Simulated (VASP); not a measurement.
# Si (P6_3/mmc) in VASP: settings compared, part 3 of 3

VASP 6.6.1. Earlier steps stand in the parts before.

## Step 4: Single point, PBE

This run uses another cell than the first one, of 20.15 Å³/atom.

File INCAR:

```
SYSTEM = Si
  PREC = Accurate
  ENCUT = 520
  EDIFF = 1E-6
  ISMEAR = -1
  SIGMA = 0.02
  LREAL = .False.
  LASPH = .True.
  NELM = 80
  ALGO = Normal
  ISIF = 2
  LWAVE = .False.
  LCHARG = .False.
  GGA = PE
  NBANDS = 26
```

File KPOINTS:

```
Automatic mesh
0
Gamma
  12 12 2
  0 0 0
```

File POSCAR:

```
Si
1.0
    3.8401748445      0.0000000000      0.0000000000
   -1.9200874223      3.3256889703      0.0000000000
    0.0000000000      0.0000000000     12.6236709107
Si
8
Direct
    0.0000000000      0.0000000000      0.0005516775
    0.3333333333      0.6666666667      0.2496687365
    0.0000000000      0.0000000000      0.5005516775
    0.6666666667      0.3333333333      0.7496687365
    0.0000000000      0.0000000000      0.1869483225
    0.3333333333      0.6666666667      0.4378312635
    0.0000000000      0.0000000000      0.6869483225
    0.6666666667      0.3333333333      0.9378312635
```

Potentials or basis: VASP PAW PBE potentials, release 64 (Si).

Launch:

```sh
cat potpaw_PBE.64/Si/POTCAR > POTCAR
mpirun -np 1 vasp_std > vasp.out
```

OUTCAR:

```text
SYSTEM = Si
   PREC = Accurate
   ENCUT = 520
   EDIFF = 1E-6
   ISMEAR = -1
   LREAL = .False.
   LASPH = .True.
   NELM = 80
   ISIF = 2
   GGA = PE

 ion  position               nearest neighbor table
   1  0.000  0.000  0.001-   5 2.35   8 2.35   8 2.35   8 2.35
   2  0.333  0.667  0.250-   5 2.35   5 2.35   5 2.35   6 2.38
   3  0.000  0.000  0.501-   7 2.35   6 2.35   6 2.35   6 2.35
   4  0.667  0.333  0.750-   7 2.35   7 2.35   7 2.35   8 2.38
   5  0.000  0.000  0.187-   1 2.35   2 2.35   2 2.35   2 2.35
   6  0.333  0.667  0.438-   3 2.35   3 2.35   3 2.35   2 2.38
   7  0.000  0.000  0.687-   3 2.35   4 2.35   4 2.35   4 2.35
   8  0.667  0.333  0.938-   1 2.35   1 2.35   1 2.35   4 2.38

  LATTYP: Found a hexagonal cell.
 ALAT       =     3.8401748445
 C/A-ratio  =     3.2872646225

  Lattice vectors:

 A1 = (   3.8401748445,   0.0000000000,   0.0000000000)
 A2 = (  -1.9200874223,   3.3256889703,   0.0000000000)
 A3 = (   0.0000000000,   0.0000000000,  12.6236709107)

Analysis of symmetry for initial positions (statically):
=====================================================================
 Subroutine PRICEL returns:
 Original cell was already a primitive cell.

 Routine SETGRP: Setting up the symmetry group for a
 hexagonal supercell.

 Subroutine GETGRP returns: Found 24 space group operations
 (whereof  6 operations were pure point group operations)
 out of a pool of 24 trial point group operations.

The static configuration has the point symmetry C_3v.
 The point group associated with its full space group is D_6h.

Analysis of symmetry for dynamics (positions and initial velocities):
=====================================================================
 Subroutine PRICEL returns:
 Original cell was already a primitive cell.

 Routine SETGRP: Setting up the symmetry group for a
 hexagonal supercell.

 Subroutine GETGRP returns: Found 24 space group operations
 (whereof  6 operations were pure point group operations)
 out of a pool of 24 trial point group operations.

The dynamic configuration has the point symmetry C_3v.
 The point group associated with its full space group is D_6h.

 Subroutine INISYM returns: Found 24 space group operations
 (whereof  6 operations are pure point group operations),
 and found     1 'primitive' translations

----------------------------------------------------------------------------------------

                                     Primitive cell

  volume of cell :     161.2198

  direct lattice vectors                    reciprocal lattice vectors
     3.840174844  0.000000000  0.000000000     0.260404810  0.150344787  0.000000000
    -1.920087422  3.325688970  0.000000000     0.000000000  0.300689574  0.000000000
     0.000000000  0.000000000 12.623670911     0.000000000  0.000000000  0.079216260

  length of vectors
     3.840174844  3.840174845 12.623670911     0.300689574  0.300689574  0.079216260

  position of ions in fractional coordinates (direct lattice)
     0.000000000  0.000000000  0.000551677
     0.333333333  0.666666667  0.249668736
     0.000000000  0.000000000  0.500551677
     0.666666667  0.333333333  0.749668736
     0.000000000  0.000000000  0.186948323
     0.333333333  0.666666667  0.437831264
[... 46 lines left out ...]
  0.333333  0.000000  0.000000      6.000000
  0.416667  0.000000  0.000000      6.000000
[... 16 lines left out ...]
  0.250000  0.000000  0.500000      6.000000
  0.333333  0.000000  0.500000      6.000000
 [... further k-points ...]
   k-points           NKPTS =     38   k-points in BZ     NKDIM =     38   number of bands    NBANDS=     26
   number of dos      NEDOS =    301   number of ions     NIONS =      8
   total plane-waves  NPLWV =  86400
   dimension x,y,z NGX =    30 NGY =   30 NGZ =   96
   dimension x,y,z NGXF=    60 NGYF=   60 NGZF=  192
   ions per type =               8
   NGX,Y,Z   is equivalent  to a cutoff of  12.99, 12.99, 12.64 a.u.
   NGXF,Y,Z  is equivalent  to a cutoff of  25.97, 25.97, 25.29 a.u.
 SYSTEM =  Si
   PREC   = accura    normal or accurate (medium, high low for compatibility)
   ISTART =      0    job   : 0-new  1-cont  2-samecut
   ICHARG =      2    charge: 1-file 2-atom 10-const
   ISPIN  =      1    spin polarized calculation?
   LNONCOLLINEAR =      F non collinear calculations
   LSORBIT =      F    spin-orbit coupling
   LASPH  =      T    aspherical Exc in radial PAW
   ENCUT  =  520.0 eV  38.22 Ry    6.18 a.u.   7.14  7.14 23.47*2*pi/ulx,y,z
   NELM   =     80;   NELMIN=  2; NELMDL= -5     # of ELM steps
   EDIFF  = 0.1E-05   stopping-criterion for ELM
   LREAL  =      F    real-space projection
   EDIFFG = 0.1E-04   stopping-criterion for IOM
   NSW    =      0    number of steps for IOM
   IBRION =     -1    ionic relax: 0-MD 1-quasi-New 2-CG
   NFREE  =      0    steps in history (QN), initial steepest desc. (CG)
   ISIF   =      2    stress and relaxation
   ISYM   =      2    0-nonsym 1-usesym 2-fastsym
   POTIM  = 0.5000    time-step for ionic-motion
   TEBEG  =    0.0;   TEEND  =   0.0 temperature during run
   PSTRESS=    0.0 pullay stress
   NELECT =      32.0000    total number of electrons
   NUPDOWN=      -1.0000    fix difference up-down
   EMIN   =  10.00;   EMAX   =-10.00  energy-range for DOS
   EFERMI =   0.00;   METHOD = LEGACY
   ISMEAR =    -1;   SIGMA  =   0.02  broadening in eV -4-tet -1-fermi 0-gaus
   EFERMI_NEDOS =   21; number of points for ismear=-14 and -15
   IALGO  =     38    algorithm
   IMIX   =      4    mixing-type and parameters
     AMIX     =   0.40;   BMIX     =  1.00
     AMIX_MAG =   1.60;   BMIX_MAG =  1.00
  volume/ion in A,a.u.               =      20.15       136.00
  Fermi-wavevector in a.u.,A,eV,Ry     =   0.954960  1.804614 12.407826  0.911949
  Thomas-Fermi vector in A             =   2.083755
   LORBIT       =      0    0 simple, 1 ext, 2 COOP (PROOUT), +10 PAW based schemes
   GGA     = PE    functional components
   LHFCALC =     F    Hartree Fock is set to
   AEXX    =    0.0000 exact exchange contribution
   IVDW    =     0    specifies the selected vdW correction
   LEPSILON=     F    determine dielectric tensor
   LRPA    =     F    only Hartree local field effects (RPA)
 non-spin polarized calculation
  energy-cutoff  :      520.00
  volume of cell :      161.22
 maximum number of plane-waves:      4395
 NGX is ok and might be reduce to    30
   NGX = 15   NGY = 15   NGZ = 47

 number of electron      32.0000001 magnetization

 Free energy of the ion-electron system (eV)
  ---------------------------------------------------
  ext. energy  EPLUGINS =         0.00000000
  ---------------------------------------------------
  free energy    TOTEN  =       -43.36314710 eV

  energy without entropy =      -43.36314709  energy(sigma->0) =      -43.36314709

 E-fermi :   6.1522     XC(G=0):  -9.3825

 val. band max:        5.8738472085   @ k =   0.0000   0.0000   0.0000
 cond. band min:       6.4528378131   @ k =   0.5000   0.0000   0.0000
 fundamental gap:      0.5789906046
 Fermi energy:         6.1522168055

 k-point     1 :       0.0000    0.0000    0.0000
  band No.  band energies     occupation
      1      -6.1625      2.00000
      2      -5.3804      2.00000
      3      -5.3638      2.00000
      4      -3.8681      2.00000
      5      -1.1842      2.00000
      6       1.7968      2.00000
[... 685 lines left out ...]
     25       9.9187      0.00000
     26       9.9187      0.00000

 [... further k-points ...]

------------------------ aborting loop because EDIFF is reached ----------------------------------------

  FORCE on cell =-STRESS in cart. coord.  units (eV):
  Direction    XX          YY          ZZ          XY          YZ          ZX
  --------------------------------------------------------------------------------------
  -------------------------------------------------------------------------------------
  Total        1.2365020      1.2365020      1.1309555     -0.0000000      0.0000000      0.0000000
  in kB       12.2881675     12.2881675     11.2392622     -0.0000000      0.0000000      0.0000000
  external PRESSURE =      11.9385324 kB  Pullay stress =       0.0000000 kB

 VOLUME and BASIS-vectors are now :
 -----------------------------------------------------------------------------
  energy-cutoff  :      520.00
  volume of cell :      161.22
      direct lattice vectors                 reciprocal lattice vectors
     3.840174844  0.000000000  0.000000000     0.260404810  0.150344787  0.000000000
    -1.920087422  3.325688970  0.000000000     0.000000000  0.300689574  0.000000000
     0.000000000  0.000000000 12.623670911     0.000000000  0.000000000  0.079216260

 POSITION                                       TOTAL-FORCE (eV/Angst)
 -----------------------------------------------------------------------------------
      0.00000      0.00000      0.00696         0.000000     -0.000000     -0.006529
     -0.00000      2.21713      3.15174        -0.000000      0.000000      0.005024
      0.00000      0.00000      6.31880        -0.000000     -0.000000     -0.006529
      1.92009      1.10856      9.46357         0.000000     -0.000000      0.005024
      0.00000      0.00000      2.35997        -0.000000     -0.000000      0.006529
     -0.00000      2.21713      5.52704        -0.000000      0.000000     -0.005024
      0.00000      0.00000      8.67181         0.000000     -0.000000      0.006529
      1.92009      1.10856     11.83887        -0.000000     -0.000000     -0.005024
 -----------------------------------------------------------------------------------
    total drift:                               -0.000000      0.000000     -0.000000

  FREE ENERGIE OF THE ION-ELECTRON SYSTEM (eV)
  ---------------------------------------------------
  free  energy   TOTEN  =       -43.3631470953 eV

  energy  without entropy=      -43.3631470873  energy(sigma->0) =      -43.36314709
```

It took 2.5 min on 1 thread of Intel Xeon Platinum 8259CL at 2.50GHz (Skylake/Cascade Lake), shared host; peak memory 0.32 GiB.

What came out:

* Free energy: -43.3631 eV
* Pressure: 1.2 GPa
* Largest force: 0.007 eV/Å
* Band gap on the k mesh: 0.58 eV (least direct gap 1.28 eV)

Forces in eV/Å, atoms in the order of the input:
```
Si   0.000  0.000 -0.007
Si   0.000  0.000  0.005
Si   0.000  0.000 -0.007
Si   0.000  0.000  0.005
Si   0.000  0.000  0.007
Si   0.000  0.000 -0.005
Si   0.000  0.000  0.007
Si   0.000  0.000 -0.005
```

Levels at points of the mesh, in eV from the valence-band top:
```tsv
k point	band 12	band 13	band 14	band 15	band 16	band 17	band 18	band 19	band 20	band 21
(0.00, 0.00, 0.00)	-0.75	-0.75	-0.17	0.00	0.00	1.28	1.74	2.13	2.31	2.31
(0.50, 0.00, 0.00)	-2.30	-2.28	-2.22	-1.70	-1.30	0.58	0.77	1.09	1.44	1.55
(0.00, 0.00, 0.50)	-1.21	-0.30	-0.30	-0.30	-0.30	1.43	1.43	2.56	2.56	2.63
(0.50, 0.00, 0.50)	-2.76	-2.47	-2.47	-1.66	-1.66	0.77	0.77	1.95	1.95	2.17
```

Caveat: semilocal functionals underestimate gaps, and a narrow one can read as zero.

## Step 5: Single point, LDA

This run uses another cell than the first one, of 20.15 Å³/atom.

File INCAR:

```
SYSTEM = Si
ALGO = Normal
EDIFF = 1E-6
ENCUT = 520
GGA = CA
ISIF = 2
ISMEAR = 0
LASPH = .TRUE.
LCHARG = .FALSE.
LREAL = .FALSE.
LWAVE = .FALSE.
NBANDS = 26
NELM = 60
PREC = Accurate
SIGMA = 0.01
```

File KPOINTS:

```
k-points
0
G
  12 12 2
  0 0 0
```

POSCAR is that of step 4.

Potentials or basis: VASP PAW LDA potentials, release 64 (Si).

Launch:

```sh
cat potpaw_LDA.64/Si/POTCAR > POTCAR
mpirun -np 1 vasp_std > vasp.out
```

Wall time 2.1 min (1 thread of Intel Xeon Platinum 8259CL at 2.50GHz (Skylake/Cascade Lake), shared host); peak memory 0.27 GiB.

Results (log left out):

```
Free energy            : -47.6354 eV
Pressure               : -2.2 GPa
Largest force          : 0.006 eV/Å
Band gap on the k mesh : 0.47 eV (least direct gap 1.17 eV)
```

Forces in eV/Å, atoms in the order of the input:
```
Si   0.000  0.000 -0.005
Si   0.000  0.000 -0.006
Si   0.000  0.000 -0.005
Si   0.000  0.000 -0.006
Si   0.000  0.000  0.005
Si   0.000  0.000  0.006
Si   0.000  0.000  0.005
Si   0.000  0.000  0.006
```

Levels at points of the mesh, in eV from the valence-band top:
```csv
k point,band 14,band 15,band 16,band 17,band 18,band 19
"(0.00, 0.00, 0.00)",-0.17,0.00,0.00,1.17,1.64,2.02
"(0.50, 0.00, 0.00)",-2.22,-1.71,-1.30,0.47,0.65,0.99
"(0.00, 0.00, 0.50)",-0.30,-0.30,-0.30,1.33,1.33,2.48
"(0.50, 0.00, 0.50)",-2.49,-1.66,-1.66,0.66,0.66,1.84
```

Caveat: semilocal functionals underestimate gaps, and a narrow one can read as zero.

## Step 6: The runs side by side

```tsv
level	potentials or basis	cell	smearing	gap on the mesh (eV)	pressure (GPa)	largest force (eV/Å)
LDA	VASP PAW LDA potentials, release 64 (Si)	a = 3.810, b = 3.810, c = 12.520 Å, angles 90.0, 90.0, 120.0°, 8 atoms	fermi-dirac 0.02 eV	0.43	0.1	-
PBEsol	VASP PAW PBE potentials, release 64 (Si)	a = 3.833, b = 3.833, c = 12.592 Å, angles 90.0, 90.0, 120.0°, 8 atoms	fermi-dirac 0.02 eV	0.45	0.1	-
PBE	VASP PAW PBE potentials, release 64 (Si)	a = 3.840, b = 3.840, c = 12.624 Å, angles 90.0, 90.0, 120.0°, 8 atoms	fermi-dirac 0.02 eV	0.58	1.2	0.01
LDA	VASP PAW LDA potentials, release 64 (Si)	a = 3.840, b = 3.840, c = 12.624 Å, angles 90.0, 90.0, 120.0°, 8 atoms	gaussian 0.01 eV	0.47	-2.2	0.01
```

Alike in all rows: task single point; no spin polarisation; k mesh 12 × 12 × 2; cutoff (eV) 520.

Caveats: semilocal functionals underestimate gaps, and a narrow one can read as zero; the PAW data sets were made with another functional, which shifts forces and pressure a little (at least some runs).

Absolute energies hang on the potentials; compare differences alone.
